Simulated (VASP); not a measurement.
# AlN (F-43m) in VASP: single point with r2SCAN

Aim: the single point of AlN with r2SCAN.

Everything below comes from runs of VASP 6.6.1. Logs are shortened: lines on timing, memory, paths and dates and some standing lists are left out, and cuts for length are marked.

## (1) The cell of the first run

Symmetry: F-43m, No. 216, cubic system. The conventional cell has a = 4.369 Å, b = 4.369 Å, c = 4.369 Å, α = 90.00°, β = 90.00°, γ = 90.00°. Al (site symmetry -43m) has 4 N at 1.89 Å within 2.5 Å. N (site symmetry -43m) has 4 Al at 1.89 Å within 2.5 Å.

## (2) Single point, r2SCAN

The input, POSCAR:

```
AlN
1.0
    0.0000000000      2.1847290872      2.1847290872
    2.1847290872      0.0000000000      2.1847290872
    2.1847290872      2.1847290872      0.0000000000
Al N
1 1
Direct
    0.0000000000      0.0000000000      0.0000000000
    0.2500000000      0.2500000000      0.2500000000
```

The input, INCAR.step1:

```
SYSTEM = AlN
PREC = Accurate
ENCUT = 660
ISMEAR = 0
SIGMA = 0.02
LREAL = .False.
LASPH = .True.
NELM = 120
NBANDS = 11
GGA = PE
ALGO = Normal
EDIFF = 1E-5
LWAVE = .True.
LCHARG = .False.
GGA_COMPAT = .False.
```

The input, INCAR.step2:

```
SYSTEM = AlN
PREC = Accurate
ENCUT = 660
EDIFF = 1E-6
ISMEAR = 0
SIGMA = 0.02
LREAL = .False.
LASPH = .True.
NELM = 120
ALGO = Normal
ISIF = 2
LWAVE = .False.
LCHARG = .False.
METAGGA = R2SCAN
LMIXTAU = .True.
NBANDS = 11
ISTART = 1
GGA_COMPAT = .False.
```

The input, KPOINTS:

```
regular mesh
0
Gamma
  10 10 10
  0 0 0
```

Potentials or basis: VASP PAW PBE potentials, release 64 (Al, N).

Run with:

```bash
cat potpaw_PBE.64/Al/POTCAR potpaw_PBE.64/N/POTCAR > POTCAR
cp INCAR.step1 INCAR
mpirun -np 1 vasp_std > vasp.out
cp INCAR.step2 INCAR
mpirun -np 1 vasp_std > vasp.out
```

OUTCAR:

```text
SYSTEM = AlN
   PREC = Accurate
   ENCUT = 660
   EDIFF = 1E-6
   ISMEAR = 0
   LREAL = .False.
   LASPH = .True.
   NELM = 120
   ISIF = 2
   METAGGA = R2SCAN
   ISTART = 1

 ion  position               nearest neighbor table
   1  0.000  0.000  0.000-   2 1.89   2 1.89   2 1.89   2 1.89
   2  0.250  0.250  0.250-   1 1.89   1 1.89   1 1.89   1 1.89

  LATTYP: Found a face centered cubic cell.
 ALAT       =     4.3694581744

  Lattice vectors:

 A1 = (   0.0000000000,   2.1847290872,   2.1847290872)
 A2 = (   2.1847290872,   0.0000000000,   2.1847290872)
 A3 = (   2.1847290872,   2.1847290872,   0.0000000000)

Analysis of symmetry for initial positions (statically):
=====================================================================
 Subroutine PRICEL returns:
 Original cell was already a primitive cell.

 Routine SETGRP: Setting up the symmetry group for a
 face centered cubic supercell.

 Subroutine GETGRP returns: Found 24 space group operations
 (whereof 24 operations were pure point group operations)
 out of a pool of 48 trial point group operations.

The static configuration has the point symmetry T_d .

Analysis of symmetry for dynamics (positions and initial velocities):
=====================================================================
 Subroutine PRICEL returns:
 Original cell was already a primitive cell.

 Routine SETGRP: Setting up the symmetry group for a
 face centered cubic supercell.

 Subroutine GETGRP returns: Found 24 space group operations
 (whereof 24 operations were pure point group operations)
 out of a pool of 48 trial point group operations.

The dynamic configuration has the point symmetry T_d .

 Subroutine INISYM returns: Found 24 space group operations
 (whereof 24 operations are pure point group operations),
 and found     1 'primitive' translations

----------------------------------------------------------------------------------------

                                     Primitive cell

  volume of cell :      20.8556

  direct lattice vectors                    reciprocal lattice vectors
     0.000000000  2.184729087  2.184729087    -0.228861328  0.228861328  0.228861328
     2.184729087  0.000000000  2.184729087     0.228861328 -0.228861328  0.228861328
     2.184729087  2.184729087  0.000000000     0.228861328  0.228861328 -0.228861328

  length of vectors
     3.089673505  3.089673505  3.089673505     0.396399448  0.396399448  0.396399448

  position of ions in fractional coordinates (direct lattice)
     0.000000000  0.000000000  0.000000000
     0.250000000  0.250000000  0.250000000

  ion indices of the primitive-cell ions
   primitive index   ion index
                 1           1
                 2           2

----------------------------------------------------------------------------------------

 KPOINTS: regular mesh

Automatic generation of k-mesh.
 Grid dimensions read from file:
 generate k-points for:   10   10   10

 Generating k-lattice:

  Cartesian coordinates                     Fractional coordinates (reciprocal lattice)
    -0.022886133  0.022886133  0.022886133     0.100000000  0.000000000  0.000000000
     0.022886133 -0.022886133  0.022886133     0.000000000  0.100000000  0.000000000
     0.022886133  0.022886133 -0.022886133     0.000000000  0.000000000  0.100000000

  Length of vectors
     0.039639945  0.039639945  0.039639945

  Shift w.r.t. Gamma in fractional coordinates (k-lattice)
     0.000000000  0.000000000  0.000000000

 Subroutine IBZKPT returns following result:
 ===========================================

 Found     47 irreducible k-points:

 Following reciprocal coordinates:
            Coordinates               Weight
  0.000000  0.000000  0.000000      1.000000
  0.100000  0.000000  0.000000      8.000000
  0.200000  0.000000  0.000000      8.000000
  0.300000  0.000000  0.000000      8.000000
  0.400000  0.000000  0.000000      8.000000
  0.500000  0.000000  0.000000      4.000000
[... 16 lines left out ...]
  0.300000  0.300000  0.000000      6.000000
  0.400000  0.300000  0.000000     24.000000
 [... further k-points ...]
   k-points           NKPTS =     47   k-points in BZ     NKDIM =     47   number of bands    NBANDS=     11
   number of dos      NEDOS =    301   number of ions     NIONS =      2
   total plane-waves  NPLWV =  21952
   dimension x,y,z NGX =    28 NGY =   28 NGZ =   28
   dimension x,y,z NGXF=    56 NGYF=   56 NGZF=   56
   ions per type =               1   1
   NGX,Y,Z   is equivalent  to a cutoff of  15.07, 15.07, 15.07 a.u.
   NGXF,Y,Z  is equivalent  to a cutoff of  30.13, 30.13, 30.13 a.u.
 SYSTEM =  AlN
   PREC   = accura    normal or accurate (medium, high low for compatibility)
   ISTART =      1    job   : 0-new  1-cont  2-samecut
   ICHARG =      0    charge: 1-file 2-atom 10-const
   ISPIN  =      1    spin polarized calculation?
   LNONCOLLINEAR =      F non collinear calculations
   LSORBIT =      F    spin-orbit coupling
   LASPH  =      T    aspherical Exc in radial PAW
   ENCUT  =  660.0 eV  48.51 Ry    6.96 a.u.   6.47  6.47  6.47*2*pi/ulx,y,z
   NELM   =    120;   NELMIN=  2; NELMDL=  0     # of ELM steps
   EDIFF  = 0.1E-05   stopping-criterion for ELM
   LREAL  =      F    real-space projection
   EDIFFG = 0.1E-04   stopping-criterion for IOM
   NSW    =      0    number of steps for IOM
   IBRION =     -1    ionic relax: 0-MD 1-quasi-New 2-CG
   NFREE  =      0    steps in history (QN), initial steepest desc. (CG)
   ISIF   =      2    stress and relaxation
   ISYM   =      2    0-nonsym 1-usesym 2-fastsym
   POTIM  = 0.5000    time-step for ionic-motion
   TEBEG  =    0.0;   TEEND  =   0.0 temperature during run
   PSTRESS=    0.0 pullay stress
   NELECT =       8.0000    total number of electrons
   NUPDOWN=      -1.0000    fix difference up-down
   EMIN   =  10.00;   EMAX   =-10.00  energy-range for DOS
   EFERMI =   0.00;   METHOD = LEGACY
   ISMEAR =     0;   SIGMA  =   0.02  broadening in eV -4-tet -1-fermi 0-gaus
   EFERMI_NEDOS =   21; number of points for ismear=-14 and -15
   IALGO  =     38    algorithm
   IMIX   =      4    mixing-type and parameters
     AMIX     =   0.40;   BMIX     =  1.00
     AMIX_MAG =   1.60;   BMIX_MAG =  1.00
  volume/ion in A,a.u.               =      10.43        70.37
  Fermi-wavevector in a.u.,A,eV,Ry     =   1.189499  2.247826 19.250975  1.414907
  Thomas-Fermi vector in A             =   2.325604
   LORBIT       =      0    0 simple, 1 ext, 2 COOP (PROOUT), +10 PAW based schemes
   METAGGA = R2SCAN    functional components
   LHFCALC =     F    Hartree Fock is set to
   AEXX    =    0.0000 exact exchange contribution
   IVDW    =     0    specifies the selected vdW correction
   LEPSILON=     F    determine dielectric tensor
   LRPA    =     F    only Hartree local field effects (RPA)
 non-spin polarized calculation
 Gauss-broadening in eV      SIGMA  =   0.02
  energy-cutoff  :      660.00
  volume of cell :       20.86
 maximum number of plane-waves:       821
 NGX is ok and might be reduce to    28
   NGX = 13   NGY = 13   NGZ = 13

 number of electron       7.9999999 magnetization

 Free energy of the ion-electron system (eV)
  ---------------------------------------------------
  ext. energy  EPLUGINS =         0.00000000
  ---------------------------------------------------
  free energy    TOTEN  =       -19.17882485 eV

  energy without entropy =      -19.17882485  energy(sigma->0) =      -19.17882485

 E-fermi :   5.8894     XC(G=0): -11.4139

 val. band max:        5.6837164379   @ k =   0.0000   0.0000   0.0000
 cond. band min:       9.6174006102   @ k =   0.5000   0.5000   0.0000
 fundamental gap:      3.9336841724
 Fermi energy:         5.8894135508

 k-point     1 :       0.0000    0.0000    0.0000
  band No.  band energies     occupation
      1     -10.0527      2.00000
      2       5.6837      2.00000
      3       5.6837      2.00000
      4       5.6837      2.00000
      5      10.5664      0.00000
      6      19.1947      0.00000
      7      19.1947      0.00000
      8      19.1947      0.00000
      9      24.2093      0.00000
     10      24.2093      0.00000
     11      25.9185      0.00000

 k-point     2 :       0.1000    0.0000    0.0000
  band No.  band energies     occupation
      1      -9.9062      2.00000
      2       4.8833      2.00000
      3       5.6318      2.00000
      4       5.6318      2.00000
      5      11.2256      0.00000
      6      18.8157      0.00000
      7      19.3351      0.00000
      8      19.3351      0.00000
      9      22.9826      0.00000
     10      22.9826      0.00000
     11      25.1166      0.00000

 k-point     3 :       0.2000    0.0000    0.0000
  band No.  band energies     occupation
      1      -9.4908      2.00000
      2       3.2604      2.00000
      3       5.5020      2.00000
      4       5.5020      2.00000
      5      12.3918      0.00000
      6      18.0248      0.00000
      7      19.2272      0.00000
      8      19.2272      0.00000
      9      22.4891      0.00000
     10      22.4891      0.00000
     11      24.2415      0.00000

 k-point     4 :       0.3000    0.0000    0.0000
  band No.  band energies     occupation
      1      -8.8932      2.00000
      2       1.5892      2.00000
      3       5.3526      2.00000
      4       5.3526      2.00000
      5      13.2874      0.00000
      6      17.2629      0.00000
      7      18.4910      0.00000
      8      18.4910      0.00000
      9      23.6650      0.00000
     10      23.6650      0.00000
     11      24.0967      0.00000
[... 239 lines left out ...]
 k-point    22 :      -0.2000    0.2000    0.0000
  band No.  band energies     occupation
      1      -8.6963      2.00000
      2       1.8978      2.00000
      3       3.9829      2.00000
      4       5.4291      2.00000
      5      14.0395      0.00000
      6      16.4903      0.00000
      7      18.0641      0.00000
      8      19.0175      0.00000
      9      21.6291      0.00000
     10      25.3541      0.00000
     11      28.1822      0.00000

 k-point    23 :       0.3000    0.3000    0.0000
  band No.  band energies     occupation
      1      -8.5190      2.00000
      2       2.1359      2.00000
      3       4.4244      2.00000
      4       4.4244      2.00000
      5      11.6876      0.00000
      6      16.2691      0.00000
      7      18.5351      0.00000
      8      21.2880      0.00000
      9      21.2880      0.00000
     10      27.0506      0.00000
     11      30.7553      0.00000

 k-point    24 :       0.4000    0.3000    0.0000
  band No.  band energies     occupation
      1      -8.0674      2.00000
      2       1.4939      2.00000
      3       3.9656      2.00000
      4       4.2577      2.00000
      5      11.2544      0.00000
      6      16.0972      0.00000
      7      18.9703      0.00000
      8      21.3569      0.00000
      9      21.9277      0.00000
     10      28.1199      0.00000
     11      30.5339      0.00000

 [... further k-points ...]

------------------------ aborting loop because EDIFF is reached ----------------------------------------

  FORCE on cell =-STRESS in cart. coord.  units (eV):
  Direction    XX          YY          ZZ          XY          YZ          ZX
  --------------------------------------------------------------------------------------
  -------------------------------------------------------------------------------------
  Total       -0.0407061     -0.0407061     -0.0407061      0.0000000     -0.0000000      0.0000000
  in kB       -3.1271385     -3.1271385     -3.1271385      0.0000000     -0.0000000      0.0000000
  external PRESSURE =      -3.1271385 kB  Pullay stress =       0.0000000 kB

 VOLUME and BASIS-vectors are now :
 -----------------------------------------------------------------------------
  energy-cutoff  :      660.00
  volume of cell :       20.86
      direct lattice vectors                 reciprocal lattice vectors
     0.000000000  2.184729087  2.184729087    -0.228861328  0.228861328  0.228861328
     2.184729087  0.000000000  2.184729087     0.228861328 -0.228861328  0.228861328
     2.184729087  2.184729087  0.000000000     0.228861328  0.228861328 -0.228861328

 POSITION                                       TOTAL-FORCE (eV/Angst)
 -----------------------------------------------------------------------------------
      0.00000      0.00000      0.00000        -0.000000     -0.000000     -0.000000
      1.09236      1.09236      1.09236         0.000000      0.000000      0.000000
 -----------------------------------------------------------------------------------
    total drift:                                0.000000      0.000000      0.000000

  FREE ENERGIE OF THE ION-ELECTRON SYSTEM (eV)
  ---------------------------------------------------
  free  energy   TOTEN  =       -19.1788248494 eV

  energy  without entropy=      -19.1788248494  energy(sigma->0) =      -19.17882485
```

Run time: 60 s. Hardware: 1 thread of Intel Xeon Platinum 8259CL at 2.50GHz (Skylake/Cascade Lake), shared host; peak memory 0.16 GiB.

What came out:

| Quantity | Value |
| --- | --- |
| Free energy | -19.1788 eV |
| Pressure | -0.3 GPa |
| Band gap on the k mesh | 3.93 eV (least direct gap 4.88 eV) |

Levels at points of the mesh, in eV from the valence-band top:
| k point | band 1 | band 2 | band 3 | band 4 | band 5 | band 6 | band 7 | band 8 |
| --- | --- | --- | --- | --- | --- | --- | --- | --- |
| (0.00, 0.00, 0.00) | -15.74 | 0.00 | 0.00 | 0.00 | 4.88 | 13.51 | 13.51 | 13.51 |
| (0.50, 0.00, 0.00) | -13.73 | -5.89 | -0.49 | -0.49 | 8.20 | 10.82 | 11.94 | 11.94 |
| (0.50, 0.50, 0.00) | -13.10 | -4.95 | -1.81 | -1.81 | 3.93 | 9.47 | 15.19 | 16.94 |

Caveat: the PAW data sets were made with another functional, which shifts forces and pressure a little. A k mesh can miss the band edges.
